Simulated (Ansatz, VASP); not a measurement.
**Two plane-wave programs on Te**

```
CELL_PARAMETERS angstrom
0.00000 3.56856 3.56856
3.56856 0.00000 3.56856
3.56856 3.56856 0.00000
ATOMIC_POSITIONS crystal
Te 0.50000 0.50000 0.50000
Te 0.75000 0.75000 0.75000
```

Alike in both runs: functional r2SCAN; k mesh 4 × 4 × 4; occupations gaussian, width 0.1 eV; no spin polarisation.

Ansatz relaxed the structure, and its values are those at the end. VASP's run is a single point on that final structure, the one shown.

```csv
,VASP,Ansatz
version,VASP 6.6.1,Ansatz 0.2.0
potentials or method,"VASP PAW PBE potentials, release 64 (Te), cutoff 520 eV","scalar-relativistic, plane waves, PAW"
valence electrons in the cell,12,32
```

|  | VASP | Ansatz | Ansatz less VASP |
| --- | --- | --- | --- |
| gap on the k mesh at the Fermi level (eV) | none | none | - |
| pressure (GPa) | 0.3 | 0.3 | +0.02 |

VASP's potentials were made for PBE, not for r2SCAN. A gap of «none» marks a metal or a gap that the smearing closes. With one functional, cell and mesh, what is left measures potentials, basis and numerics. VASP's potentials hold 12 valence electrons a cell and Ansatz's 32, so a difference there can come from the potentials and not from the codes.

The k mesh is coarse, so the values compare programs but aren't converged. Spin-orbit coupling is off throughout.
